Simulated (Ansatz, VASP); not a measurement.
# LiCl: VASP beside Ansatz

```
Li Cl
1.0
     3.89418    0.00000    0.00000
    -1.94709    3.37246    0.00000
     0.00000    0.00000    6.22446
Li Cl
2 2
Direct
  0.33333 0.66667 0.99687
  0.66667 0.33333 0.49687
  0.33333 0.66667 0.37813
  0.66667 0.33333 0.87813
```

Alike in both runs: task single point; functional PBE; k mesh 12 × 12 × 4; no spin polarisation.

```csv
,VASP,Ansatz
version,VASP 6.6.1,Ansatz 0.2.0
potentials or method,"VASP PAW PBE potentials, release 64 (Li_sv, Cl)","plane waves, PAW"
plane-wave cutoff (eV),520,420
occupations,"gaussian, width 0.01 eV",fixed
valence electrons in the cell,20,20
```

|  | VASP | Ansatz | Ansatz less VASP |
| --- | --- | --- | --- |
| gap on the k mesh at the Fermi level (eV) | 6.03 | 6.02 | -0.006 |

Noted on VASP's run: the cutoff is short for stress, so the pressure is rough.
